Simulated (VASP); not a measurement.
Wanted: the native input for a VASP 6.6.1 run.

* Task: single point
* Functional: PBE
* Potentials or basis: VASP PAW PBE potentials, release 64 (Sr_sv)
* Cutoff: 520 eV
* k mesh: 11 × 11 × 3
* Occupations: fermi-dirac, width 0.08 eV
* Spin: no spin polarisation
* Dipole correction: no
* Further INCAR settings: ALGO = Normal; EDIFF = 1e-07; NBANDS = 28

The structure of Sr lies in POSCAR:

```
Sr
1.0
    3.3515866470      0.0000000000      0.0000000000
   -1.6757933235      2.9025591793      0.0000000000
    0.0000000000      0.0000000000     10.9241404795
Sr
4
Direct
    0.0000000000      0.0000000000      0.0000000000
    0.0000000000      0.0000000000      0.5000000000
    0.3333333333      0.6666666667      0.2500000000
    0.6666666667      0.3333333333      0.7500000000
```

These files were run (other wordings do the same):

INCAR

```
PREC     = Accurate       # precision mode
ENCUT    = 520            # plane-wave cutoff, eV
EDIFF    = 1E-7           # SCF threshold, eV
ISMEAR   = -1             # smearing method
SIGMA    = 0.08           # smearing width, eV
LREAL    = False          # projectors in reciprocal space
LASPH    = True           # aspherical terms in the spheres
NELM     = 100            # most SCF steps
ALGO     = Normal         # electronic algorithm
ISIF     = 2              # what is computed and relaxed
LWAVE    = False          # write WAVECAR
LCHARG   = False          # write CHGCAR
GGA      = PE             # functional
NBANDS   = 28             # bands
```

KPOINTS

```
Automatic mesh
0
Gamma
  11 11 3
```

Potentials or basis: VASP PAW PBE potentials, release 64 (Sr_sv).

The run is started by

```bash
$ cat potpaw_PBE.64/Sr_sv/POTCAR > POTCAR
$ mpirun -np 1 vasp_std > vasp.out
```

It gave:

- Pressure: 24.2 GPa
- Band gap on the k mesh: zero (band 20 reaches 5.19 eV, above the bottom of band 21 at 4.46 eV)

Wall time 94 s on 1 thread of Intel(R) Xeon(R) Platinum 8375C CPU @ 2.90GHz (Ice Lake), with other jobs on the host, peak memory 0.27 GiB.
